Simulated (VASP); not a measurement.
# LiH (Fm-3m) in VASP: a series of runs

The runs below take LiH through single point, with LDA.

Everything below comes from runs of VASP 6.6.1. Logs are shortened: lines on timing, memory, paths and dates and some standing lists are left out, and cuts for length are marked.

### Step 1. The cell of the first run

It takes space group Fm-3m (No. 225, cubic). Conventional cell: a = 4.010 Å, b = 4.010 Å, c = 4.010 Å, α = 90.00°, β = 90.00°, γ = 90.00°. Within 2.7 Å of Li (site symmetry m-3m) lie 6 H at 2.01 Å. Within 2.7 Å of H (site symmetry m-3m) lie 6 Li at 2.01 Å.

### Step 2. Single point, LDA (volume scaled by 0.96)

Contents of INCAR:

```
PREC = Accurate
ENCUT = 520
EDIFF = 1E-6
ISMEAR = -1
SIGMA = 0.03
LREAL = F
LASPH = T
NELM = 100
ALGO = Normal
ISIF = 2
LWAVE = F
LCHARG = F
NBANDS = 9
```

Contents of KPOINTS:

```
regular mesh
0
Gamma
  11 11 11
```

Contents of POSCAR:

```
LiH
1.0
    0.0000000000      2.0050304164      2.0050304164
    2.0050304164      0.0000000000      2.0050304164
    2.0050304164      2.0050304164      0.0000000000
Li H
1 1
Direct
    0.0000000000      0.0000000000      0.0000000000
    0.5000000000      0.5000000000      0.5000000000
```

Potentials or basis: VASP PAW LDA potentials, release 64 (Li_sv, H).

The run is started by

```console
cat potpaw_LDA.64/Li_sv/POTCAR potpaw_LDA.64/H/POTCAR > POTCAR
mpirun -np 1 vasp_std > vasp.out
```

OUTCAR:

```text
PREC = Accurate
   ENCUT = 520
   EDIFF = 1E-6
   ISMEAR = -1
   LREAL = F
   LASPH = T
   NELM = 100
   ISIF = 2

 ion  position               nearest neighbor table
   1  0.000  0.000  0.000-
   2  0.500  0.500  0.500-

  LATTYP: Found a face centered cubic cell.
 ALAT       =     4.0100608328

  Lattice vectors:

 A1 = (   0.0000000000,   2.0050304164,   2.0050304164)
 A2 = (   2.0050304164,   0.0000000000,   2.0050304164)
 A3 = (   2.0050304164,   2.0050304164,   0.0000000000)

Analysis of symmetry for initial positions (statically):
=====================================================================
 Subroutine PRICEL returns:
 Original cell was already a primitive cell.

 Routine SETGRP: Setting up the symmetry group for a
 face centered cubic supercell.

 Subroutine GETGRP returns: Found 48 space group operations
 (whereof 48 operations were pure point group operations)
 out of a pool of 48 trial point group operations.

The static configuration has the point symmetry O_h .

Analysis of symmetry for dynamics (positions and initial velocities):
=====================================================================
 Subroutine PRICEL returns:
 Original cell was already a primitive cell.

 Routine SETGRP: Setting up the symmetry group for a
 face centered cubic supercell.

 Subroutine GETGRP returns: Found 48 space group operations
 (whereof 48 operations were pure point group operations)
 out of a pool of 48 trial point group operations.

The dynamic configuration has the point symmetry O_h .

 Subroutine INISYM returns: Found 48 space group operations
 (whereof 48 operations are pure point group operations),
 and found     1 'primitive' translations

----------------------------------------------------------------------------------------

                                     Primitive cell

  volume of cell :      16.1210

  direct lattice vectors                    reciprocal lattice vectors
     0.000000000  2.005030416  2.005030416    -0.249372776  0.249372776  0.249372776
     2.005030416  0.000000000  2.005030416     0.249372776 -0.249372776  0.249372776
     2.005030416  2.005030416  0.000000000     0.249372776  0.249372776 -0.249372776

  length of vectors
     2.835541208  2.835541208  2.835541208     0.431926317  0.431926317  0.431926317

  position of ions in fractional coordinates (direct lattice)
     0.000000000  0.000000000  0.000000000
     0.500000000  0.500000000  0.500000000

  ion indices of the primitive-cell ions
   primitive index   ion index
                 1           1
                 2           2

----------------------------------------------------------------------------------------

 KPOINTS: regular mesh

Automatic generation of k-mesh.
 Grid dimensions read from file:
 generate k-points for:   11   11   11

 Generating k-lattice:

  Cartesian coordinates                     Fractional coordinates (reciprocal lattice)
    -0.022670252  0.022670252  0.022670252     0.090909091  0.000000000  0.000000000
     0.022670252 -0.022670252  0.022670252     0.000000000  0.090909091  0.000000000
     0.022670252  0.022670252 -0.022670252     0.000000000  0.000000000  0.090909091

  Length of vectors
     0.039266029  0.039266029  0.039266029

  Shift w.r.t. Gamma in fractional coordinates (k-lattice)
     0.000000000  0.000000000  0.000000000

 Subroutine IBZKPT returns following result:
 ===========================================

 Found     56 irreducible k-points:

 Following reciprocal coordinates:
            Coordinates               Weight
  0.000000  0.000000  0.000000      1.000000
  0.090909  0.000000  0.000000      8.000000
  0.181818  0.000000  0.000000      8.000000
  0.272727  0.000000  0.000000      8.000000
  0.363636  0.000000  0.000000      8.000000
  0.454545  0.000000  0.000000      8.000000
[... 16 lines left out ...]
 -0.272727  0.181818  0.000000     24.000000
 -0.181818  0.181818  0.000000     12.000000
 [... further k-points ...]
   k-points           NKPTS =     56   k-points in BZ     NKDIM =     56   number of bands    NBANDS=      9
   number of dos      NEDOS =    301   number of ions     NIONS =      2
   total plane-waves  NPLWV =  13824
   dimension x,y,z NGX =    24 NGY =   24 NGZ =   24
   dimension x,y,z NGXF=    48 NGYF=   48 NGZF=   48
   ions per type =               1   1
   NGX,Y,Z   is equivalent  to a cutoff of  14.07, 14.07, 14.07 a.u.
   NGXF,Y,Z  is equivalent  to a cutoff of  28.14, 28.14, 28.14 a.u.
 SYSTEM =  unknown system
   PREC   = accura    normal or accurate (medium, high low for compatibility)
   ISTART =      0    job   : 0-new  1-cont  2-samecut
   ICHARG =      2    charge: 1-file 2-atom 10-const
   ISPIN  =      1    spin polarized calculation?
   LNONCOLLINEAR =      F non collinear calculations
   LSORBIT =      F    spin-orbit coupling
   LASPH  =      T    aspherical Exc in radial PAW
   ENCUT  =  520.0 eV  38.22 Ry    6.18 a.u.   5.27  5.27  5.27*2*pi/ulx,y,z
   NELM   =    100;   NELMIN=  2; NELMDL= -5     # of ELM steps
   EDIFF  = 0.1E-05   stopping-criterion for ELM
   LREAL  =      F    real-space projection
   EDIFFG = 0.1E-04   stopping-criterion for IOM
   NSW    =      0    number of steps for IOM
   IBRION =     -1    ionic relax: 0-MD 1-quasi-New 2-CG
   NFREE  =      0    steps in history (QN), initial steepest desc. (CG)
   ISIF   =      2    stress and relaxation
   ISYM   =      2    0-nonsym 1-usesym 2-fastsym
   POTIM  = 0.5000    time-step for ionic-motion
   TEBEG  =    0.0;   TEEND  =   0.0 temperature during run
   PSTRESS=    0.0 pullay stress
   NELECT =       4.0000    total number of electrons
   NUPDOWN=      -1.0000    fix difference up-down
   EMIN   =  10.00;   EMAX   =-10.00  energy-range for DOS
   EFERMI =   0.00;   METHOD = LEGACY
   ISMEAR =    -1;   SIGMA  =   0.03  broadening in eV -4-tet -1-fermi 0-gaus
   EFERMI_NEDOS =   21; number of points for ismear=-14 and -15
   IALGO  =     38    algorithm
   IMIX   =      4    mixing-type and parameters
     AMIX     =   0.40;   BMIX     =  1.00
     AMIX_MAG =   1.60;   BMIX_MAG =  1.00
  volume/ion in A,a.u.               =       8.06        54.40
  Fermi-wavevector in a.u.,A,eV,Ry     =   1.028720  1.943999 14.398568  1.058265
  Thomas-Fermi vector in A             =   2.162731
   LORBIT       =      0    0 simple, 1 ext, 2 COOP (PROOUT), +10 PAW based schemes
   GGA     = CA    functional components
   LHFCALC =     F    Hartree Fock is set to
   AEXX    =    0.0000 exact exchange contribution
   IVDW    =     0    specifies the selected vdW correction
   LEPSILON=     F    determine dielectric tensor
   LRPA    =     F    only Hartree local field effects (RPA)
 non-spin polarized calculation
  energy-cutoff  :      520.00
  volume of cell :       16.12
 maximum number of plane-waves:       444
 NGX is ok and might be reduce to    24
   NGX = 11   NGY = 11   NGZ = 11

 number of electron       3.9999995 magnetization

 Free energy of the ion-electron system (eV)
  ---------------------------------------------------
  ext. energy  EPLUGINS =         0.00000000
  ---------------------------------------------------
  free energy    TOTEN  =        -6.48587849 eV

  energy without entropy =       -6.48587849  energy(sigma->0) =       -6.48587849

 E-fermi :   0.9209     XC(G=0):  -8.8029

 val. band max:        0.1511485334   @ k =  -0.4545   0.4545   0.0000
 cond. band min:       2.9590367850   @ k =  -0.4545   0.4545   0.0000
 fundamental gap:      2.8078882515
 Fermi energy:         0.9208710970

 k-point     1 :       0.0000    0.0000    0.0000
  band No.  band energies     occupation
      1     -43.2683      2.00000
      2      -5.3526      2.00000
      3      16.3147      0.00000
      4      17.5906      0.00000
      5      17.5906      0.00000
      6      17.5906      0.00000
      7      22.4227      0.00000
      8      22.4227      0.00000
      9      22.4227      0.00000

 k-point     2 :       0.0909    0.0000    0.0000
  band No.  band energies     occupation
      1     -43.2643      2.00000
      2      -5.2080      2.00000
      3      14.9049      0.00000
      4      16.9300      0.00000
      5      17.2673      0.00000
      6      17.2673      0.00000
      7      21.8520      0.00000
      8      23.1159      0.00000
      9      23.1159      0.00000

 k-point     3 :       0.1818    0.0000    0.0000
  band No.  band energies     occupation
      1     -43.2532      2.00000
      2      -4.7826      2.00000
      3      11.9177      0.00000
      4      15.8749      0.00000
      5      16.6928      0.00000
      6      16.6928      0.00000
      7      22.4687      0.00000
      8      23.4116      0.00000
      9      23.4116      0.00000

 k-point     4 :       0.2727    0.0000    0.0000
  band No.  band energies     occupation
      1     -43.2386      2.00000
      2      -4.1115      2.00000
      3       8.9421      0.00000
      4      14.8845      0.00000
      5      16.2754      0.00000
      6      16.2754      0.00000
      7      21.5405      0.00000
      8      21.5405      0.00000
      9      23.7637      0.00000
[... 205 lines left out ...]
 k-point    22 :      -0.3636    0.1818    0.0000
  band No.  band energies     occupation
      1     -43.2127      2.00000
      2      -2.2079      2.00000
      3       5.5437      0.00000
      4       9.6437      0.00000
      5      14.5251      0.00000
      6      15.5614      0.00000
      7      22.2891      0.00000
      8      24.9643      0.00000
      9      26.8299      0.00000

 k-point    23 :      -0.2727    0.1818    0.0000
  band No.  band energies     occupation
      1     -43.2215      2.00000
      2      -3.0230      2.00000
      3       7.4797      0.00000
      4       9.7764      0.00000
      5      15.6810      0.00000
      6      15.8275      0.00000
      7      21.8193      0.00000
      8      24.6981      0.00000
      9      26.0890      0.00000

 k-point    24 :      -0.1818    0.1818    0.0000
  band No.  band energies     occupation
      1     -43.2338      2.00000
      2      -3.8413      2.00000
      3      10.1348      0.00000
      4      10.2850      0.00000
      5      16.0138      0.00000
      6      17.2972      0.00000
      7      21.4181      0.00000
      8      23.2272      0.00000
      9      24.8917      0.00000

 [... further k-points ...]

------------------------ aborting loop because EDIFF is reached ----------------------------------------

  FORCE on cell =-STRESS in cart. coord.  units (eV):
  Direction    XX          YY          ZZ          XY          YZ          ZX
  --------------------------------------------------------------------------------------
  -------------------------------------------------------------------------------------
  Total       -0.2950188     -0.2950188     -0.2950188      0.0000000     -0.0000000     -0.0000000
  in kB      -29.3202355    -29.3202355    -29.3202355      0.0000000     -0.0000000     -0.0000000
  external PRESSURE =     -29.3202355 kB  Pullay stress =       0.0000000 kB

 VOLUME and BASIS-vectors are now :
 -----------------------------------------------------------------------------
  energy-cutoff  :      520.00
  volume of cell :       16.12
      direct lattice vectors                 reciprocal lattice vectors
     0.000000000  2.005030416  2.005030416    -0.249372776  0.249372776  0.249372776
     2.005030416  0.000000000  2.005030416     0.249372776 -0.249372776  0.249372776
     2.005030416  2.005030416  0.000000000     0.249372776  0.249372776 -0.249372776

 POSITION                                       TOTAL-FORCE (eV/Angst)
 -----------------------------------------------------------------------------------
      0.00000      0.00000      0.00000         0.000000      0.000000     -0.000000
      2.00503      2.00503      2.00503        -0.000000     -0.000000      0.000000
 -----------------------------------------------------------------------------------
    total drift:                                0.000000     -0.000000     -0.000000

  FREE ENERGIE OF THE ION-ELECTRON SYSTEM (eV)
  ---------------------------------------------------
  free  energy   TOTEN  =        -6.4858784933 eV

  energy  without entropy=       -6.4858784933  energy(sigma->0) =       -6.48587849
```

It took 4.7 s on 1 thread of Intel Xeon Platinum 8375C at 2.90GHz (Ice Lake), shared host; peak memory 0.12 GiB.

What came out:

| Property | Result |
| --- | --- |
| Free energy | -6.4859 eV |
| Band gap on the k mesh | 2.81 eV, direct |

Caveat: the cutoff is under 1.25 times the usual one of these potentials, so pressure, stress and relaxed cells hold a basis-set (Pulay) error. A k mesh can miss the band edges.

### Step 3. Single point, LDA (volume scaled by 0.99)

Contents of INCAR:

```
SYSTEM = LiH
PREC = Accurate ; ENCUT = 520
EDIFF = 1E-6 ; ISMEAR = -1
SIGMA = 0.03 ; LREAL = .FALSE.
LASPH = .TRUE. ; NELM = 80
ALGO = Normal ; ISIF = 2
LWAVE = .FALSE. ; LCHARG = .FALSE.
GGA = CA ; NBANDS = 9
```

Contents of KPOINTS:

```
Automatic mesh
0
G
  11 11 11
  0 0 0
```

Contents of POSCAR:

```
LiH
1.0
    0.0000000000      2.0257022904      2.0257022904
    2.0257022904      0.0000000000      2.0257022904
    2.0257022904      2.0257022904      0.0000000000
Li H
1 1
Direct
    0.0000000000      0.0000000000      0.0000000000
    0.5000000000      0.5000000000      0.5000000000
```

Potentials or basis: VASP PAW LDA potentials, release 64 (Li_sv, H).

The run is started by

```console
cat potpaw_LDA.64/Li_sv/POTCAR potpaw_LDA.64/H/POTCAR > POTCAR
mpirun -np 1 vasp_std > vasp.out
```

OUTCAR:

```text
SYSTEM = LiH
   PREC = Accurate
   ENCUT = 520
   EDIFF = 1E-6
   ISMEAR = -1
   LREAL = .FALSE.
   LASPH = .TRUE.
   NELM = 80
   ISIF = 2
   GGA = CA

 ion  position               nearest neighbor table
   1  0.000  0.000  0.000-
   2  0.500  0.500  0.500-

  LATTYP: Found a face centered cubic cell.
 ALAT       =     4.0514045808

  Lattice vectors:

 A1 = (   0.0000000000,   2.0257022904,   2.0257022904)
 A2 = (   2.0257022904,   0.0000000000,   2.0257022904)
 A3 = (   2.0257022904,   2.0257022904,   0.0000000000)

Analysis of symmetry for initial positions (statically):
=====================================================================
 Subroutine PRICEL returns:
 Original cell was already a primitive cell.

 Routine SETGRP: Setting up the symmetry group for a
 face centered cubic supercell.

 Subroutine GETGRP returns: Found 48 space group operations
 (whereof 48 operations were pure point group operations)
 out of a pool of 48 trial point group operations.

The static configuration has the point symmetry O_h .

[... 165 lines left out ...]
 Fermi energy:         0.7264314925

 k-point     1 :       0.0000    0.0000    0.0000
  band No.  band energies     occupation
      1     -43.4400      2.00000
      2      -5.3833      2.00000
      3      15.7638      0.00000
      4      17.1415      0.00000
      5      17.1415      0.00000
      6      17.1415      0.00000
      7      21.9136      0.00000
      8      21.9136      0.00000
      9      21.9136      0.00000
[... 265 lines left out ...]
 k-point    24 :      -0.1818    0.1818    0.0000
  band No.  band energies     occupation
      1     -43.4091      2.00000
      2      -3.8886      2.00000
      3       9.8627      0.00000
      4       9.9352      0.00000
      5      15.5705      0.00000
      6      16.8581      0.00000
      7      20.9123      0.00000
      8      22.6863      0.00000
      9      24.3326      0.00000

 [... further k-points ...]

------------------------ aborting loop because EDIFF is reached ----------------------------------------

  FORCE on cell =-STRESS in cart. coord.  units (eV):
  Direction    XX          YY          ZZ          XY          YZ          ZX
  --------------------------------------------------------------------------------------
  -------------------------------------------------------------------------------------
  Total       -0.3968604     -0.3968604     -0.3968604      0.0000000      0.0000000     -0.0000000
  in kB      -38.2464776    -38.2464776    -38.2464776      0.0000000      0.0000000     -0.0000000
  external PRESSURE =     -38.2464776 kB  Pullay stress =       0.0000000 kB

 VOLUME and BASIS-vectors are now :
 -----------------------------------------------------------------------------
  energy-cutoff  :      520.00
  volume of cell :       16.62
      direct lattice vectors                 reciprocal lattice vectors
     0.000000000  2.025702290  2.025702290    -0.246827978  0.246827978  0.246827978
     2.025702290  0.000000000  2.025702290     0.246827978 -0.246827978  0.246827978
     2.025702290  2.025702290  0.000000000     0.246827978  0.246827978 -0.246827978

 POSITION                                       TOTAL-FORCE (eV/Angst)
 -----------------------------------------------------------------------------------
      0.00000      0.00000      0.00000        -0.000000      0.000000     -0.000000
      2.02570      2.02570      2.02570         0.000000     -0.000000      0.000000
 -----------------------------------------------------------------------------------
    total drift:                                0.000000     -0.000000     -0.000000

  FREE ENERGIE OF THE ION-ELECTRON SYSTEM (eV)
  ---------------------------------------------------
  free  energy   TOTEN  =        -6.4759382769 eV

  energy  without entropy=       -6.4759382769  energy(sigma->0) =       -6.47593828
```

stdout:

```text
POSCAR found type information on POSCAR LiH
 POSCAR found :  2 types and       2 ions
 scaLAPACK will be used
 LDA part: xc-table for (Slater(with rela. corr.)+CA(PZ))
 , standard interpolation
 POSCAR, INCAR and KPOINTS ok, starting setup
 FFT: planning ... GRIDC
 FFT: planning ... GRID_SOFT
 FFT: planning ... GRID
 WAVECAR not read
 entering main loop
```

Wall time 5 s (1 thread of Intel Xeon Platinum 8375C at 2.90GHz (Ice Lake), shared host); peak memory 0.12 GiB.

Results:

* Free energy: -6.4759 eV
* Band gap on the k mesh: 2.83 eV, direct

Caveat: the cutoff is under 1.25 times the usual one of these potentials, so pressure, stress and relaxed cells hold a basis-set (Pulay) error.
